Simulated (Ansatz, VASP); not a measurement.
# SiO2: VASP beside Ansatz

File INCAR:

```
ALGO = Normal
EDIFF = 1E-6
ENCUT = 520
ISIF = 2
ISMEAR = 0
LASPH = True
LCHARG = False
LREAL = False
LWAVE = False
NBANDS = 25
NELM = 100
PREC = Accurate
SIGMA = 0.05
```

KPOINTS

```
k-points
0
Gamma
  6 6 10
```

POSCAR

```
SiO2
1.0
    3.9205956915      0.0000000000      0.0000000000
    0.0000000000      3.9205956915      0.0000000000
    0.0000000000      0.0000000000      2.5110807870
Si O
2 4
Direct
    0.5000000000      0.5000000000      0.5000000000
    0.0000000000      0.0000000000      0.0000000000
    0.6944252994      0.6944252994      0.0000000000
    0.1944252994      0.8055747006      0.5000000000
    0.3055747006      0.3055747006      0.0000000000
    0.8055747006      0.1944252994      0.5000000000
```

Input for Ansatz:

```yaml
crystal:
  lattice:
    - [3.9205956915, 0.0, 0.0]
    - [0.0, 3.9205956915, 0.0]
    - [0.0, 0.0, 2.511080787]
  atoms:
    - { symbol: Si, position: [0.5, 0.5, 0.5] }
    - { symbol: Si, position: [0.0, 0.0, 0.0] }
    - { symbol: O, position: [0.6944252994, 0.6944252994, 0.0] }
    - { symbol: O, position: [0.1944252994, 0.8055747006, 0.5] }
    - { symbol: O, position: [0.3055747006, 0.3055747006, 0.0] }
    - { symbol: O, position: [0.8055747006, 0.1944252994, 0.5] }
basis:
  ecutwfc: 520.0
kpoints:
  mp_grid: { grid: [6, 6, 10] }
hamiltonian:
  xc: lda
  pseudopotentials: { kind: paw, azcp: { folder: soft_1 } }
scf:
  occupations: { method: gaussian, width: 0.05 }
output:
  forces: true
  stress: true
  eigenvalues: true
```

Alike in both runs: task single point; functional LDA; k mesh 6 × 6 × 10; occupations gaussian, width 0.05 eV; no spin polarisation.

```csv
,VASP,Ansatz
version,VASP 6.6.1,Ansatz 0.2.0
potentials or method,"VASP PAW LDA potentials, release 64 (Si, O), cutoff 520 eV","scalar-relativistic, plane waves, PAW"
valence electrons in the cell,32,32
```

|  | VASP | Ansatz | Ansatz less VASP |
| --- | --- | --- | --- |
| gap on the k mesh at the Fermi level (eV) | 6.93 | 6.99 | +0.058 |
| least direct gap on the mesh (eV) | 6.93 | 6.99 | +0.058 |
| rms of the force components (eV/Å) | 0.681 | 0.658 | -0.0237 |

Ansatz warns that its potentials were made for another functional, while VASP's fit it. LDA's correlation is that of Perdew and Zunger in VASP and of Perdew and Wang (1992) in Ansatz. Atom by atom the forces differ by 0.024 eV/Å (rms over components).
